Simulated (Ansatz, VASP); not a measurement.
## Sc2As3Se3: VASP beside Ansatz

```
CELL_PARAMETERS angstrom
2.76825 -4.61565 0.00000
2.76825 4.61565 0.00000
0.00000 0.00000 8.41978
ATOMIC_POSITIONS crystal
Sc 0.00000 0.00000 0.80558
Sc 0.00000 0.00000 0.19442
As 0.00000 0.50000 0.50000
As 0.50000 0.00000 0.50000
As 0.00000 0.00000 0.50000
Se 0.21679 0.78321 0.00000
Se 0.78321 0.21679 0.00000
Se 0.50000 0.50000 0.00000
```

Alike in both runs: functional PBE; k mesh 3 × 3 × 2; occupations gaussian, width 0.2 eV; no spin polarisation.

Ansatz relaxed the structure, and its values are those at the end. VASP's run is a single point on that final structure, the one shown.

|  | VASP | Ansatz |
| --- | --- | --- |
| version | VASP 6.6.1 | Ansatz 0.2.0 |
| potentials or method | VASP PAW PBE potentials, release 64 (Sc_sv, As, Se), cutoff 520 eV | scalar-relativistic, plane waves, PAW |
| valence electrons in the cell | 55 | 115 |

|  | VASP | Ansatz | Ansatz less VASP |
| --- | --- | --- | --- |
| gap on the k mesh at the Fermi level (eV) | none | none | - |
| pressure (GPa) | 0.2 | 0.0 | -0.13 |
| rms of the force components (eV/Å) | 0.012 | 0.015 | +0.0025 |

A gap of «none» marks a metal or a gap that the smearing closes. VASP's potentials hold 55 valence electrons a cell and Ansatz's 115, so a difference there can come from the potentials and not from the codes.

The k mesh is coarse, so the values compare programs but aren't converged.
